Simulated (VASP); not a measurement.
Write the native input for VASP 6.6.1 that does the following.

```
Task                   : single point
Functional             : PBE
Potentials or basis    : VASP PAW PBE potentials, release 64 (Hf_pv, O)
Cutoff                 : 520 eV
k mesh                 : 5 × 5 × 6
Occupations            : fermi-dirac, width 0.05 eV
Spin                   : no spin polarisation
Dipole correction      : no
Further INCAR settings : ALGO = Normal; EDIFF = 1e-07; NBANDS = 56
```

The structure of HfO2 lies in POSCAR:

```
HfO2
1.0
    5.0116580183      0.0000000000      0.0000000000
    0.0000000000      5.0950633870      0.0000000000
    0.0000000000      0.0000000000      4.8247825247
Hf O
4 8
Direct
    0.2225908200      0.7817995800      0.2720679400
    0.7225908200      0.7182004200      0.7279320600
    0.7774091800      0.2182004200      0.2720679400
    0.2774091800      0.2817995800      0.7279320600
    0.1868153200      0.1636487800      0.1045346200
    0.6868153200      0.3363512200      0.8954653800
    0.8131846800      0.8363512200      0.1045346200
    0.3131846800      0.6636487800      0.8954653800
    0.0000000000      0.5000000000      0.4890544500
    0.5000000000      0.0000000000      0.5109455500
    0.0000000000      0.0000000000      0.5756249900
    0.5000000000      0.5000000000      0.4243750100
```

The input as run:

INCAR

```
SYSTEM = HfO2
PREC = Accurate
ENCUT = 520
EDIFF = 1E-7
ISMEAR = -1
SIGMA = 0.05
LREAL = .FALSE.
LASPH = .TRUE.
NELM = 80
ALGO = Normal
ISIF = 2
LWAVE = .FALSE.
LCHARG = .TRUE.
GGA = PE
LELF = .TRUE.
LVHAR = .TRUE.
NBANDS = 56
```

KPOINTS

```
regular mesh
0
G
  5 5 6
  0 0 0
```

Potentials or basis: VASP PAW PBE potentials, release 64 (Hf_pv, O).

Command:

```sh
$ cat potpaw_PBE.64/Hf_pv/POTCAR potpaw_PBE.64/O/POTCAR > POTCAR
$ mpirun -np 1 vasp_std > vasp.out
```

Results of the run:

The pressure is 18.9 GPa. The largest force is 0.431 eV/Å and the band gap on the k mesh is 3.94 eV.

Caveat: the cell stands under pressure; spin-orbit coupling is left out, which moves the levels of the heavy elements.

It took 5.8 min on 1 thread of Oxide Virtual Turin-like Processor, on a shared host, peak memory 0.3 GiB.
